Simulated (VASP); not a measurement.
A run of VASP 6.6.1 is set up as follows.

File INCAR:

```
  PREC = Accurate
  ENCUT = 520
  EDIFF = 1E-6
  ISMEAR = -1
  SIGMA = 0.05
  LREAL = F
  LASPH = T
  NELM = 80
  ALGO = Normal
  ISIF = 2
  LWAVE = F
  LCHARG = T
  GGA = PS
  LELF = T
  LVHAR = T
  NBANDS = 35
```

The input KPOINTS:

```
Automatic mesh
0
Gamma
  9 9 9
```

The input POSCAR:

```
SnO2
1.0
   -2.0133144847      2.0133144847      5.1576114928
    2.0133144847     -2.0133144847      5.1576114928
    2.0133144847      2.0133144847     -5.1576114928
Sn O
2 4
Direct
    0.0000000000      0.0000000000      0.0000000000
    0.7500000000      0.2500000000      0.5000000000
    0.5465225900      0.0465225900      0.5000000000
    0.2034774100      0.2034774100      0.0000000000
    0.9534774100      0.4534774100      0.5000000000
    0.7965225900      0.7965225900      0.0000000000
```

Potentials or basis: VASP PAW PBE potentials, release 64 (Sn_d, O).

Command:

```sh
$ cat potpaw_PBE.64/Sn_d/POTCAR potpaw_PBE.64/O/POTCAR > POTCAR
$ mpirun -np 1 vasp_std > vasp.out
```

Q: Estimate the pressure.

A: -2.1 GPa.

Q: Estimate the band gap on the k mesh.

A: 1.35 eV (least direct gap 1.72 eV).

Stress tensor (GPa, compression positive):
```
-1.63  0.00  0.00
 0.00 -1.63  0.00
 0.00  0.00 -3.14
```

Caveat: the PAW data sets were made with another functional, which shifts forces and pressure a little; spin-orbit coupling is left out, which moves the levels of the heavy elements. A k mesh can miss the band edges.
